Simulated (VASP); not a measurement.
Here is a VASP 6.6.1 calculation.

File INCAR:

```
PREC     = Accurate       # precision mode
ENCUT    = 520            # plane-wave cutoff, eV
EDIFF    = 1E-6           # SCF threshold, eV
ISMEAR   = -1             # smearing method
SIGMA    = 0.1            # smearing width, eV
LREAL    = F              # projectors in reciprocal space
LASPH    = T              # aspherical terms in the spheres
NELM     = 100            # most SCF steps
ALGO     = Normal         # electronic algorithm
ISIF     = 2              # what is computed and relaxed
LWAVE    = F              # write WAVECAR
LCHARG   = F              # write CHGCAR
GGA      = RE             # functional
NBANDS   = 34             # bands
```

The input KPOINTS:

```
regular mesh
0
Gamma
  14 14 4
```

The input POSCAR:

```
Nb
1.0
    2.8791186746      0.0000000000      0.0000000000
   -1.4395593373      2.4933899127      0.0000000000
    0.0000000000      0.0000000000     10.5444977020
Nb
4
Direct
    1.0000000000      0.0000000000      0.0000000000
    0.0000000000      0.0000000000      0.5000000000
    0.3333333333      0.6666666667      0.2500000000
    0.6666666667      0.3333333333      0.7500000000
```

Potentials or basis: VASP PAW PBE potentials, release 64 (Nb_sv).

Command:

```console
$ cat potpaw_PBE.64/Nb_sv/POTCAR > POTCAR
$ mpirun -np 1 vasp_std > vasp.out
```

Q: Estimate the pressure.

A: -0.3 GPa.

Q: Predict the band gap on the k mesh.

A: Zero (band 26 reaches 11.81 eV, above the bottom of band 27 at 10.41 eV).

Stress tensor (GPa, compression positive):
```
-0.20  0.00  0.00
 0.00 -0.20  0.00
 0.00  0.00 -0.50
```

Caveat: the PAW data sets were made with another functional, which shifts forces and pressure a little.
